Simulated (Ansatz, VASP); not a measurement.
**Two plane-wave programs on Sn**

```xyz
2
Lattice="0.0000 3.2716 3.2716 3.2716 0.0000 3.2716 3.2716 3.2716 0.0000" Properties=species:S:1:pos:R:3 pbc="T T T"
Sn    3.2716    3.2716    3.2716
Sn    4.9075    4.9075    4.9075
```

Alike in both runs: functional PBEsol; k mesh 12 × 12 × 12; occupations fermi-dirac, width 0.15 eV; no spin polarisation.

Ansatz relaxed the structure, and its values are those at the end. VASP's run is a single point on that final structure, the one shown.

|  | VASP | Ansatz |
| --- | --- | --- |
| version | VASP 6.6.1 | Ansatz 0.2.0 |
| potentials or method | VASP PAW PBE potentials, release 64 (Sn_d), cutoff 520 eV | scalar-relativistic, plane waves, PAW |
| valence electrons in the cell | 28 | 28 |

```tsv
	VASP	Ansatz	Ansatz less VASP
gap on the k mesh at the Fermi level (eV)	none	none	-
pressure (GPa)	-0.1	0.0	+0.07
```

VASP's potentials were made for PBE, not for PBEsol, and Ansatz warns of the same on its side. A gap of «none» marks a metal or a gap that the smearing closes.
